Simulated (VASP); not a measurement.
# SnO (Pmn2_1) in VASP: notebook

Runs on SnO. Level: LDA. Tasks: single point.

Program: VASP 6.6.1. These are calculated values, not measurements. Logs are shortened: lines on timing, memory, paths and dates and some standing lists are left out, and cuts for length are marked.

## 1. The cell of the first run

It takes space group Pmn2_1 (No. 31, orthorhombic). The conventional cell has a = 3.355 Å, b = 5.674 Å, c = 4.222 Å, α = 90.00°, β = 90.00°, γ = 90.00°. Within 2.8 Å of Sn (site symmetry m) lie 3 O at 2.15 to 2.16 Å. O (site symmetry m) has 3 Sn at 2.15 to 2.16 Å within 2.8 Å.

## 2. Single point, LDA

The input, INCAR:

```
  PREC = Accurate
  ENCUT = 520
  EDIFF = 1E-7
  ISMEAR = -1
  SIGMA = 0.05
  LREAL = F
  LASPH = T
  NELM = 100
  ALGO = Normal
  ISIF = 2
  LWAVE = F
  LCHARG = T
  GGA = CA
  LELF = T
  LVHAR = T
  NBANDS = 28
```

The input, KPOINTS:

```
regular mesh
0
Gamma
  8 5 6
```

The input, POSCAR:

```
SnO
1.0
    3.3550050000      0.0000000000      0.0000000000
    0.0000000000      5.6741040000      0.0000000000
    0.0000000000      0.0000000000      4.2219700000
Sn O
2 2
Direct
    0.5000000000      0.7680910000      0.0131440000
    0.0000000000      0.2319090000      0.5131440000
    0.5000000000      0.1087500000      0.2368570000
    0.0000000000      0.8912500000      0.7368570000
```

Potentials or basis: VASP PAW LDA potentials, release 64 (Sn_d, O).

Command:

```
cat potpaw_LDA.64/Sn_d/POTCAR potpaw_LDA.64/O/POTCAR > POTCAR
mpirun -np 1 vasp_std > vasp.out
```

OUTCAR:

```text
PREC = Accurate
   ENCUT = 520
   EDIFF = 1E-7
   ISMEAR = -1
   LREAL = F
   LASPH = T
   NELM = 100
   ISIF = 2
   GGA = CA

 ion  position               nearest neighbor table
   1  0.500  0.768  0.013-   3 2.15   4 2.16   4 2.16
   2  0.000  0.232  0.513-   4 2.15   3 2.16   3 2.16
   3  0.500  0.109  0.237-   1 2.15   2 2.16   2 2.16
   4  0.000  0.891  0.737-   2 2.15   1 2.16   1 2.16

  LATTYP: Found a simple orthorhombic cell.
 ALAT       =     3.3550050000
 B/A-ratio  =     1.2584094510
 C/A-ratio  =     1.6912356315

  Lattice vectors:

 A1 = (  -3.3550050000,   0.0000000000,   0.0000000000)
 A2 = (   0.0000000000,   0.0000000000,   4.2219700000)
 A3 = (   0.0000000000,   5.6741040000,   0.0000000000)

Analysis of symmetry for initial positions (statically):
=====================================================================
 Subroutine PRICEL returns:
 Original cell was already a primitive cell.

 Routine SETGRP: Setting up the symmetry group for a
 simple orthorhombic supercell.

 Subroutine GETGRP returns: Found  4 space group operations
 (whereof  2 operations were pure point group operations)
 out of a pool of  8 trial point group operations.

The static configuration has the point symmetry C_1h.
 The point group associated with its full space group is C_2v.

Analysis of symmetry for dynamics (positions and initial velocities):
=====================================================================
 Subroutine PRICEL returns:
 Original cell was already a primitive cell.

 Routine SETGRP: Setting up the symmetry group for a
 simple orthorhombic supercell.

 Subroutine GETGRP returns: Found  4 space group operations
 (whereof  2 operations were pure point group operations)
 out of a pool of  8 trial point group operations.

The dynamic configuration has the point symmetry C_1h.
 The point group associated with its full space group is C_2v.

 Subroutine INISYM returns: Found  4 space group operations
 (whereof  2 operations are pure point group operations),
 and found     1 'primitive' translations

----------------------------------------------------------------------------------------

                                     Primitive cell

  volume of cell :      80.3722

  direct lattice vectors                    reciprocal lattice vectors
     3.355005000  0.000000000  0.000000000     0.298062149  0.000000000  0.000000000
     0.000000000  5.674104000  0.000000000     0.000000000  0.176239279  0.000000000
     0.000000000  0.000000000  4.221970000     0.000000000  0.000000000  0.236856254

  length of vectors
     3.355005000  5.674104000  4.221970000     0.298062149  0.176239279  0.236856254

  position of ions in fractional coordinates (direct lattice)
     0.500000000  0.768091000  0.013144000
     0.000000000  0.231909000  0.513144000
     0.500000000  0.108750000  0.236857000
     0.000000000  0.891250000  0.736857000

  ion indices of the primitive-cell ions
   primitive index   ion index
                 1           1
                 2           2
                 3           3
                 4           4

----------------------------------------------------------------------------------------

 KPOINTS: regular mesh

Automatic generation of k-mesh.
 Grid dimensions read from file:
 generate k-points for:    8    5    6

 Generating k-lattice:

  Cartesian coordinates                     Fractional coordinates (reciprocal lattice)
     0.037257769  0.000000000  0.000000000     0.125000000  0.000000000  0.000000000
     0.000000000  0.035247856  0.000000000     0.000000000  0.200000000  0.000000000
     0.000000000  0.000000000  0.039476042     0.000000000  0.000000000  0.166666667

  Length of vectors
     0.037257769  0.035247856  0.039476042

  Shift w.r.t. Gamma in fractional coordinates (k-lattice)
     0.000000000  0.000000000  0.000000000

 Subroutine IBZKPT returns following result:
 ===========================================

 Found     60 irreducible k-points:

 Following reciprocal coordinates:
            Coordinates               Weight
  0.000000  0.000000  0.000000      1.000000
  0.125000  0.000000  0.000000      2.000000
  0.250000  0.000000  0.000000      2.000000
  0.375000  0.000000  0.000000      2.000000
  0.500000  0.000000  0.000000      1.000000
  0.000000  0.200000  0.000000      2.000000
[... 16 lines left out ...]
  0.250000  0.200000  0.166667      8.000000
  0.375000  0.200000  0.166667      8.000000
 [... further k-points ...]
   k-points           NKPTS =     60   k-points in BZ     NKDIM =     60   number of bands    NBANDS=     28
   number of dos      NEDOS =    301   number of ions     NIONS =      4
   total plane-waves  NPLWV =  37632
   dimension x,y,z NGX =    28 NGY =   42 NGZ =   32
   dimension x,y,z NGXF=    56 NGYF=   84 NGZF=   64
   ions per type =               2   2
   NGX,Y,Z   is equivalent  to a cutoff of  13.87, 12.31, 12.60 a.u.
   NGXF,Y,Z  is equivalent  to a cutoff of  27.75, 24.61, 25.20 a.u.
 SYSTEM =  unknown system
   PREC   = accura    normal or accurate (medium, high low for compatibility)
   ISTART =      0    job   : 0-new  1-cont  2-samecut
   ICHARG =      2    charge: 1-file 2-atom 10-const
   ISPIN  =      1    spin polarized calculation?
   LNONCOLLINEAR =      F non collinear calculations
   LSORBIT =      F    spin-orbit coupling
   LASPH  =      T    aspherical Exc in radial PAW
   ENCUT  =  520.0 eV  38.22 Ry    6.18 a.u.   6.24 10.55  7.85*2*pi/ulx,y,z
   NELM   =    100;   NELMIN=  2; NELMDL= -5     # of ELM steps
   EDIFF  = 0.1E-06   stopping-criterion for ELM
   LREAL  =      F    real-space projection
   EDIFFG = 0.1E-05   stopping-criterion for IOM
   NSW    =      0    number of steps for IOM
   IBRION =     -1    ionic relax: 0-MD 1-quasi-New 2-CG
   NFREE  =      0    steps in history (QN), initial steepest desc. (CG)
   ISIF   =      2    stress and relaxation
   ISYM   =      2    0-nonsym 1-usesym 2-fastsym
   POTIM  = 0.5000    time-step for ionic-motion
   TEBEG  =    0.0;   TEEND  =   0.0 temperature during run
   PSTRESS=    0.0 pullay stress
   NELECT =      40.0000    total number of electrons
   NUPDOWN=      -1.0000    fix difference up-down
   EMIN   =  10.00;   EMAX   =-10.00  energy-range for DOS
   EFERMI =   0.00;   METHOD = LEGACY
   ISMEAR =    -1;   SIGMA  =   0.05  broadening in eV -4-tet -1-fermi 0-gaus
   EFERMI_NEDOS =   21; number of points for ismear=-14 and -15
   IALGO  =     38    algorithm
   IMIX   =      4    mixing-type and parameters
     AMIX     =   0.40;   BMIX     =  1.00
     AMIX_MAG =   1.60;   BMIX_MAG =  1.00
  volume/ion in A,a.u.               =      20.09       135.59
  Fermi-wavevector in a.u.,A,eV,Ry     =   1.297357  2.451650 22.900458  1.683136
  Thomas-Fermi vector in A             =   2.428755
   LORBIT       =      0    0 simple, 1 ext, 2 COOP (PROOUT), +10 PAW based schemes
   GGA     = CA    functional components
   LHFCALC =     F    Hartree Fock is set to
   AEXX    =    0.0000 exact exchange contribution
   IVDW    =     0    specifies the selected vdW correction
   LEPSILON=     F    determine dielectric tensor
   LRPA    =     F    only Hartree local field effects (RPA)
 non-spin polarized calculation
  energy-cutoff  :      520.00
  volume of cell :       80.37
 maximum number of plane-waves:      2186
 NGX is ok and might be reduce to    28
   NGX = 13   NGY = 21   NGZ = 15

 number of electron      39.9999992 magnetization

 Free energy of the ion-electron system (eV)
  ---------------------------------------------------
  ext. energy  EPLUGINS =         0.00000000
  ---------------------------------------------------
  free energy    TOTEN  =       -25.18210656 eV

  energy without entropy =      -25.18210654  energy(sigma->0) =      -25.18210655

 E-fermi :   5.2397     XC(G=0):  -9.9653

 val. band max:        4.5243964883   @ k =   0.0000   0.0000   0.0000
 cond. band min:       5.9706348078   @ k =   0.3750   0.4000   0.0000
 fundamental gap:      1.4462383195
 Fermi energy:         5.2397211753

 k-point     1 :       0.0000    0.0000    0.0000
  band No.  band energies     occupation
      1     -16.5521      2.00000
      2     -16.2456      2.00000
      3     -16.1593      2.00000
      4     -16.1353      2.00000
      5     -16.1085      2.00000
      6     -16.0751      2.00000
[... 20 lines left out ...]
     27      13.1714      0.00000
     28      13.7416      0.00000

 k-point     2 :       0.1250    0.0000    0.0000
  band No.  band energies     occupation
      1     -16.5444      2.00000
      2     -16.2322      2.00000
      3     -16.1716      2.00000
      4     -16.1495      2.00000
      5     -16.1168      2.00000
      6     -16.0751      2.00000
[... 20 lines left out ...]
     27      13.1896      0.00000
     28      13.8622      0.00000

 k-point     3 :       0.2500    0.0000    0.0000
  band No.  band energies     occupation
      1     -16.5351      2.00000
      2     -16.3160      2.00000
      3     -16.1473      2.00000
      4     -16.1327      2.00000
      5     -16.1182      2.00000
      6     -16.0797      2.00000
[... 20 lines left out ...]
     27      12.7896      0.00000
     28      14.0206      0.00000

 k-point     4 :       0.3750    0.0000    0.0000
  band No.  band energies     occupation
      1     -16.5315      2.00000
      2     -16.4320      2.00000
      3     -16.1288      2.00000
      4     -16.1135      2.00000
      5     -16.0950      2.00000
      6     -16.0818      2.00000
[... 20 lines left out ...]
     27      12.8058      0.00000
     28      14.1932      0.00000

 k-point     5 :       0.5000    0.0000    0.0000
  band No.  band energies     occupation
      1     -16.5058      2.00000
      2     -16.5058      2.00000
      3     -16.1198      2.00000
      4     -16.1198      2.00000
      5     -16.0857      2.00000
      6     -16.0857      2.00000
[... 20 lines left out ...]
     27      13.7683      0.00000
     28      13.7683      0.00000

 k-point     6 :       0.0000    0.2000    0.0000
  band No.  band energies     occupation
      1     -16.5493      2.00000
      2     -16.2471      2.00000
      3     -16.1570      2.00000
      4     -16.1342      2.00000
      5     -16.1094      2.00000
      6     -16.0778      2.00000
[... 463 lines left out ...]
      5     -16.1131      2.00000
      6     -16.0915      2.00000
[... 20 lines left out ...]
     27      13.4387      0.00000
     28      14.2268      0.00000

 k-point    22 :       0.1250    0.2000    0.1667
  band No.  band energies     occupation
      1     -16.5287      2.00000
      2     -16.2648      2.00000
      3     -16.1652      2.00000
      4     -16.1446      2.00000
      5     -16.1194      2.00000
      6     -16.0867      2.00000
[... 20 lines left out ...]
     27      13.8155      0.00000
     28      14.4882      0.00000

 k-point    23 :       0.2500    0.2000    0.1667
  band No.  band energies     occupation
      1     -16.5266      2.00000
      2     -16.3394      2.00000
      3     -16.1492      2.00000
      4     -16.1341      2.00000
      5     -16.1128      2.00000
      6     -16.0865      2.00000
[... 20 lines left out ...]
     27      13.6750      0.00000
     28      14.6357      0.00000

 k-point    24 :       0.3750    0.2000    0.1667
  band No.  band energies     occupation
      1     -16.5320      2.00000
      2     -16.4464      2.00000
      3     -16.1323      2.00000
      4     -16.1227      2.00000
      5     -16.0893      2.00000
      6     -16.0797      2.00000
[... 20 lines left out ...]
     27      13.3891      0.00000
     28      14.4219      0.00000

 [... further k-points ...]

------------------------ aborting loop because EDIFF is reached ----------------------------------------

  FORCE on cell =-STRESS in cart. coord.  units (eV):
  Direction    XX          YY          ZZ          XY          YZ          ZX
  --------------------------------------------------------------------------------------
  -------------------------------------------------------------------------------------
  Total       -3.0540489     -2.4298875     -2.3142830      0.0000000      0.0000000      0.0000000
  in kB      -60.8808855    -48.4385514    -46.1340343      0.0000000      0.0000000      0.0000000
  external PRESSURE =     -51.8178237 kB  Pullay stress =       0.0000000 kB

 VOLUME and BASIS-vectors are now :
 -----------------------------------------------------------------------------
  energy-cutoff  :      520.00
  volume of cell :       80.37
      direct lattice vectors                 reciprocal lattice vectors
     3.355005000  0.000000000  0.000000000     0.298062149  0.000000000  0.000000000
     0.000000000  5.674104000  0.000000000     0.000000000  0.176239279  0.000000000
     0.000000000  0.000000000  4.221970000     0.000000000  0.000000000  0.236856254

 POSITION                                       TOTAL-FORCE (eV/Angst)
 -----------------------------------------------------------------------------------
      1.67750      4.35823      0.05549         0.000000      0.616846     -0.191674
      0.00000      1.31588      2.16648         0.000000     -0.616846     -0.191674
      1.67750      0.61706      1.00000         0.000000     -0.177484      0.191674
      0.00000      5.05705      3.11099         0.000000      0.177484      0.191674
 -----------------------------------------------------------------------------------
    total drift:                                0.000000      0.000000     -0.000124

  FREE ENERGIE OF THE ION-ELECTRON SYSTEM (eV)
  ---------------------------------------------------
  free  energy   TOTEN  =       -25.1821065605 eV

  energy  without entropy=      -25.1821065361  energy(sigma->0) =      -25.18210655
```

It took 56 s on 1 thread of AMD EPYC 9R45 (Zen 5), shared host; peak memory 0.2 GiB.

Results:

```yaml
Free_energy: -25.1821 eV
Pressure: -5.2 GPa
Largest_force: 0.646 eV/Å
Band_gap_on_the_k_mesh: 1.45 eV (least direct gap 2.04 eV)
```

Forces in eV/Å, atoms in the order of the input:
```
Sn   0.000  0.617 -0.192
Sn   0.000 -0.617 -0.192
O    0.000 -0.177  0.192
O    0.000  0.177  0.192
```

Levels at points of the mesh, in eV from the valence-band top:
```tsv
k point	band 18	band 19	band 20	band 21	band 22	band 23
(0.00, 0.00, 0.00)	-2.62	-2.02	0.00	2.59	3.12	5.81
(0.50, 0.00, 0.00)	-2.56	-1.25	-1.25	2.54	2.54	5.46
(0.00, 0.00, 0.50)	-3.19	-1.65	-1.65	2.60	2.60	5.16
(0.50, 0.00, 0.50)	-3.14	-1.07	-1.07	2.08	2.08	4.53
```

Caveat: the cell stands under tension; spin-orbit coupling is left out, which moves the levels of the heavy elements. A k mesh can miss the band edges.

(Continued in part 2 of 2.)
